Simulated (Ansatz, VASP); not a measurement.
Given: the input of a run of Ansatz 0.2.0 on HfO2.

Contents of input.yaml:

```yaml
crystal:
  lattice:
    - [5.2881483861, 0.0, 0.0]
    - [0.0, 5.0706233964, 0.0]
    - [0.0, 0.0, 5.0989121849]
  atoms:
    - { symbol: Hf, position: [0.966994, 0.73252082, 0.74144035] }
    - { symbol: Hf, position: [0.533006, 0.73252082, 0.24144035] }
    - { symbol: Hf, position: [0.466994, 0.26747918, 0.74144035] }
    - { symbol: Hf, position: [0.033006, 0.26747918, 0.24144035] }
    - { symbol: O, position: [0.63212745, 0.9286454, 0.87926726] }
    - { symbol: O, position: [0.86787255, 0.9286454, 0.37926726] }
    - { symbol: O, position: [0.23394852, 0.53988305, 0.49229239] }
    - { symbol: O, position: [0.26605148, 0.53988305, 0.99229239] }
    - { symbol: O, position: [0.76605148, 0.46011695, 0.99229239] }
    - { symbol: O, position: [0.73394852, 0.46011695, 0.49229239] }
    - { symbol: O, position: [0.13212745, 0.0713546, 0.87926726] }
    - { symbol: O, position: [0.36787255, 0.0713546, 0.37926726] }
hamiltonian:
  xc: revpbe
  pseudopotentials: { kind: paw }
kpoints:
  mp_grid: { grid: [5, 6, 5] }
scf:
  occupations: { method: fermi_dirac, width: 0.05 }
output:
  forces: true
  stress: true
  eigenvalues: true
```

Potentials or basis: Ansatz PAW.

The run is started by

```bash
$ ansatz run input.yaml --threads 2 --pin off --max-ram 5120MiB --backend cpu --events-out ev --progress --plain --runs-dir out
```

Task: Set up the same calculation for VASP 6.6.1. Potentials there: VASP PAW PBE potentials, release 64 (Hf_pv, O).

Result: As run (the cutoff follows the program's own potentials):

File INCAR:

```
SYSTEM = HfO2
ALGO = Normal
EDIFF = 1E-6
ENCUT = 520
GGA = RE
ISIF = 2
ISMEAR = -1
LASPH = .TRUE.
LCHARG = .FALSE.
LREAL = .FALSE.
LWAVE = .FALSE.
NBANDS = 56
NELM = 100
PREC = Accurate
SIGMA = 0.05
```

File KPOINTS:

```
k-points
0
G
  5 6 5
  0 0 0
```

The input POSCAR:

```
HfO2
1.0
    5.2881483861      0.0000000000      0.0000000000
    0.0000000000      5.0706233964      0.0000000000
    0.0000000000      0.0000000000      5.0989121849
Hf O
4 8
Direct
    0.9669940000      0.7325208200      0.7414403500
    0.5330060000      0.7325208200      0.2414403500
    0.4669940000      0.2674791800      0.7414403500
    0.0330060000      0.2674791800      0.2414403500
    0.6321274500      0.9286454000      0.8792672600
    0.8678725500      0.9286454000      0.3792672600
    0.2339485200      0.5398830500      0.4922923900
    0.2660514800      0.5398830500      0.9922923900
    0.7660514800      0.4601169500      0.9922923900
    0.7339485200      0.4601169500      0.4922923900
    0.1321274500      0.0713546000      0.8792672600
    0.3678725500      0.0713546000      0.3792672600
```

Potentials or basis: VASP PAW PBE potentials, release 64 (Hf_pv, O).

Launch:

```bash
$ cat potpaw_PBE.64/Hf_pv/POTCAR potpaw_PBE.64/O/POTCAR > POTCAR
$ mpirun -np 1 vasp_std > vasp.out
```

Both were run:

|  | VASP | Ansatz | Ansatz less VASP |
| --- | --- | --- | --- |
| gap on the k mesh at the Fermi level (eV) | 4.36 | 4.41 | +0.051 |
| least direct gap on the mesh (eV) | 4.56 | 4.60 | +0.045 |
| pressure (GPa) | -0.1 | 3.1 | +3.24 |
| traceless stress, the component that is largest in VASP (GPa) | -0.23 | -0.22 | +0.018 |
| rms of the force components (eV/Å) | 0.047 | 0.037 | -0.0100 |

VASP's potentials were made for PBE, not for revPBE. Atom by atom the forces differ by 0.026 eV/Å (rms over components). VASP's potentials hold 88 valence electrons a cell and Ansatz's 152, so a difference there can come from the potentials and not from the codes.

Neither program's run includes spin-orbit coupling. Noted on Ansatz's run: odd divisions of the mesh miss points on the zone boundary, where band edges often lie, so the gap on the mesh can be too wide.
